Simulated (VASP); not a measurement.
A run of VASP 6.6.1 is set up as follows.

POSCAR

```
TiC
1.0
    2.1206360290      2.1206360290      0.0000000000
   -2.1206360290      2.1206360290      0.0000000000
    0.0000000000      0.0000000000      4.3726596675
Ti C
2 2
Direct
    0.0000000000      0.0000000000      0.0000000000
    0.5000000000      0.5000000000      0.5000000000
    0.5000000000      0.5000000000      0.0000000000
    0.0000000000      0.0000000000      0.5000000000
```

INCAR.step1

```
PREC = Accurate
ENCUT = 520
ISMEAR = 0
SIGMA = 0.1
LREAL = F
LASPH = T
NELM = 60
NBANDS = 24
GGA = PE
ALGO = Normal
EDIFF = 1E-4
LWAVE = T
LCHARG = F
```

INCAR.step2

```
PREC = Accurate
ENCUT = 520
EDIFF = 1E-6
ISMEAR = 0
SIGMA = 0.1
LREAL = F
LASPH = T
NELM = 60
ALGO = Normal
ISIF = 2
LWAVE = F
LCHARG = F
METAGGA = R2SCAN
LMIXTAU = T
NBANDS = 24
ISTART = 1
```

The input KPOINTS:

```
Automatic mesh
0
Gamma
  18 18 12
```

Potentials or basis: VASP PAW PBE potentials, release 64 (Ti_sv, C).

Command:

```console
$ cat potpaw_PBE.64/Ti_sv/POTCAR potpaw_PBE.64/C/POTCAR > POTCAR
$ cp INCAR.step1 INCAR
$ mpirun -np 1 vasp_std > vasp.out
$ cp INCAR.step2 INCAR
$ mpirun -np 1 vasp_std > vasp.out
```

Question: Estimate the pressure.

Answer: 9.9 GPa.

Question: Predict the band gap on the k mesh.

Answer: Zero (bands 16 and 17 overlap by 1.54 eV).

Stress tensor (GPa, compression positive):
```
14.36  0.00  0.00
 0.00 14.36  0.00
 0.00  0.00  0.91
```

Caveat: the cell differs from its parent crystal (biaxial strain in the a-b plane: -2.0 %, then relaxed in part); the cell stands under pressure; the PAW data sets were made with another functional, which shifts forces and pressure a little.
